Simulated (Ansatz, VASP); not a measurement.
## Zr in VASP and in Ansatz

```xyz
2
Lattice="3.2320 0.0000 0.0000 -1.6160 2.7990 0.0000 0.0000 0.0000 5.1470" Properties=species:S:1:pos:R:3 pbc="T T T"
Zr    1.6160    0.9330    3.8603
Zr    0.0000    1.8660    1.2868
```

Alike in both runs: task single point; functional PBEsol; k mesh 9 × 9 × 5; occupations fermi-dirac, width 0.05 eV; no spin polarisation; Hubbard terms Zr d U = 8.0 eV.

|  | VASP | Ansatz |
| --- | --- | --- |
| version | VASP 6.6.1 | Ansatz 0.2.0 |
| potentials or method | VASP PAW PBE potentials, release 64 (Zr_sv), cutoff 520 eV | all-electron LAPW, scalar-relativistic |

|  | VASP | Ansatz | Ansatz less VASP |
| --- | --- | --- | --- |
| gap on the k mesh at the Fermi level (eV) | none | none | - |
| pressure (GPa) | 19.4 | 22.9 | +3.55 |
| traceless stress, the component that is largest in VASP (GPa) | -0.60 | 4.83 | +5.432 |

VASP's potentials were made for PBE, not for PBEsol. The programs project onto different local orbitals, so the same U acts differently, and such runs can settle in different states. A gap of «none» marks a metal or a gap that the smearing closes. Ansatz ran all-electron here, and VASP with PAW potentials.

Noted on Ansatz's run: U is the effective U less J, on atomic orbitals that reach past the spheres.
